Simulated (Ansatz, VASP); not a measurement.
**One calculation of Co, two programs**

```
CELL_PARAMETERS angstrom
2.47200 0.00000 0.00000
-1.23600 2.14081 0.00000
0.00000 0.00000 4.02114
ATOMIC_POSITIONS crystal
Co 0.66667 0.33333 0.75000
Co 0.33333 0.66667 0.25000
```

Alike in both runs: task relaxation of cell and atoms; functional revPBE; k mesh 12 × 12 × 7; occupations fermi-dirac, width 0.05 eV; collinear spin.

|  | VASP | Ansatz |
| --- | --- | --- |
| version | VASP 6.6.1 | Ansatz 0.2.0 |
| potentials or method | VASP PAW PBE potentials, release 64 (Co), cutoff 600 eV | all-electron LAPW, scalar-relativistic |

VASP gave:

| Quantity | Value |
| --- | --- |
| net moment per atom (μB) | 1.64 |
| size of the moment on the site where the two differ most (μB) | 1.67 |
| relaxed volume (Å³/atom) | 11.07 |
| relaxed cell length with the largest relative difference (Å) | 4.049 |

Question: What did Ansatz give for the same quantities?

Answer: net moment per atom (μB): 1.65; size of the moment on the site where the two differ most (μB): 1.72; relaxed volume (Å³/atom): 11.10; relaxed cell length with the largest relative difference (Å): 4.056.

VASP's potentials were made for PBE, not for revPBE. Site moments also hang on the region over which each program counts them. Ansatz ran all-electron here, and VASP with PAW potentials.
